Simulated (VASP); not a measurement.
BaTiO3, 5 atoms in the cell. Symmetry: Amm2, No. 38, orthorhombic system. Conventional cell: a = 4.008 Å, b = 5.747 Å, c = 5.772 Å, α = 90.00°, β = 90.00°, γ = 90.00°. Ba (site symmetry mm2) has 12 O at 2.49 to 3.28 Å and 8 Ti at 3.32 to 3.71 Å within 3.8 Å. Within 2.5 Å of Ti (site symmetry mm2) lie 6 O at 1.89 to 2.19 Å. O (site symmetry mm2) has 2 Ti at 2.01 Å and 1 Ba at 2.49 Å within 2.7 Å. O (site symmetry m) has 2 Ti at 1.89 to 2.19 Å within 2.5 Å.  This cell differs from its parent crystal: all Ba atoms moved +0.300 Å, as atom 1 along Cartesian [0 0 1].

```yaml
Program: VASP 6.6.1
Task: single point
Functional: PBE
Potentials_or_basis: VASP PAW PBE potentials, release 64 (Ba_sv, Ti_sv, O)
Cutoff: 520 eV
k_mesh: 6 × 6 × 6
Occupations: gaussian, width 0.05 eV
Spin: no spin polarisation
Hubbard_terms: Ti d U = 4.0 eV
Dipole_correction: no
Further_INCAR_settings: ALGO = Normal; EDIFF = 1e-07; NBANDS = 28
```

Potentials or basis: VASP PAW PBE potentials, release 64 (Ba_sv, Ti_sv, O).

Launch:

```console
$ cat potpaw_PBE.64/Ba_sv/POTCAR potpaw_PBE.64/Ti_sv/POTCAR potpaw_PBE.64/O/POTCAR > POTCAR
$ mpirun -np 1 vasp_std > vasp.out
```

Hardware: 1 thread of AMD EPYC 9R45 96-Core Processor (Zen 5), on a shared host.

Estimate the wall time of this run.

It took 59 s on 1 thread of AMD EPYC 9R45 96-Core Processor (Zen 5), with other jobs on the host, peak memory 0.21 GiB. Counts: scf iterations 19, k points 52.
